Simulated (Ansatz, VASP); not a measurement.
## P in VASP and in Ansatz

```
P
1.0
    -1.41369    1.41369    1.41369
     1.41369   -1.41369    1.41369
     1.41369    1.41369   -1.41369
P
1
Cartesian
  0.0000 0.0000 0.0000
```

Alike in both runs: task single point; functional PBE; dispersion D3(BJ); k mesh 22 × 22 × 22; occupations gaussian, width 0.05 eV; no spin polarisation.

|  | VASP | Ansatz |
| --- | --- | --- |
| version | VASP 6.6.1 | Ansatz 0.2.0 |
| potentials or method | VASP PAW PBE potentials, release 64 (P), cutoff 520 eV | scalar-relativistic, plane waves, PAW |
| valence electrons in the cell | 5 | 5 |

Ansatz gave:

* gap on the k mesh at the Fermi level (eV): none
* pressure (GPa): 26.2

Task: What did VASP give for the same quantities?

Result: gap on the k mesh at the Fermi level (eV): none; pressure (GPa): 25.6.

A gap of «none» marks a metal or a gap that the smearing closes.
